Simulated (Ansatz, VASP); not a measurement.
Two plane-wave programs on HgTe

File INCAR:

```
PREC = Accurate
ENCUT = 520
EDIFF = 1E-7
ISMEAR = -1
SIGMA = 0.1
LREAL = F
LASPH = T
NELM = 60
ALGO = Normal
ISIF = 2
LWAVE = F
LCHARG = F
NBANDS = 16
```

The input KPOINTS:

```
Automatic mesh
0
Gamma
  8 8 8
```

POSCAR

```
HgTe
1.0
   -3.0856813198      3.0856813198      1.5799309059
    3.0856813198     -3.0856813198      1.5799309059
    3.0856813198      3.0856813198     -1.5799309059
Hg Te
1 1
Direct
    0.2500000000      0.7500000000      0.5000000000
    0.0000000000      0.0000000000      0.0000000000
```

Input for Ansatz:

```yaml
crystal:
  lattice:
    - [-3.085681319752943, 3.085681319752943, 1.5799309059112225]
    - [3.085681319752943, -3.085681319752943, 1.5799309059112225]
    - [3.085681319752943, 3.085681319752943, -1.5799309059112225]
  atoms:
    - { symbol: Hg, position: [0.25, 0.75, 0.5] }
    - { symbol: Te, position: [0.0, 0.0, 0.0] }
basis:
  ecutwfc: 500.0
kpoints:
  mp_grid:
    grid: [8, 8, 8]
hamiltonian:
  xc: lda
  pseudopotentials:
    kind: paw
scf:
  convergence:
    dr2_threshold: 1.0e-10
  occupations:
    method: fermi_dirac
    width: 0.1
output:
  stress: true
```

Alike in both runs: task single point; functional LDA; k mesh 8 × 8 × 8; occupations fermi-dirac, width 0.1 eV; no spin polarisation.

|  | VASP | Ansatz |
| --- | --- | --- |
| version | VASP 6.6.1 | Ansatz 0.2.0 |
| potentials or method | VASP PAW LDA potentials, release 64 (Hg, Te), cutoff 520 eV | plane waves, PAW |
| valence electrons in the cell | 18 | 36 |

VASP gave:

- pressure (GPa): -6.2
- traceless stress, the component that is largest in VASP (GPa): 0.20

Question: Estimate Ansatz's values.

Answer: Pressure (GPa): -6.3; traceless stress, the component that is largest in VASP (GPa): 0.20.

LDA's correlation is that of Perdew and Zunger in VASP and of Perdew and Wang (1992) in Ansatz. VASP's potentials hold 18 valence electrons a cell and Ansatz's 36, so a difference there can come from the potentials and not from the codes.

Spin-orbit coupling is off throughout.
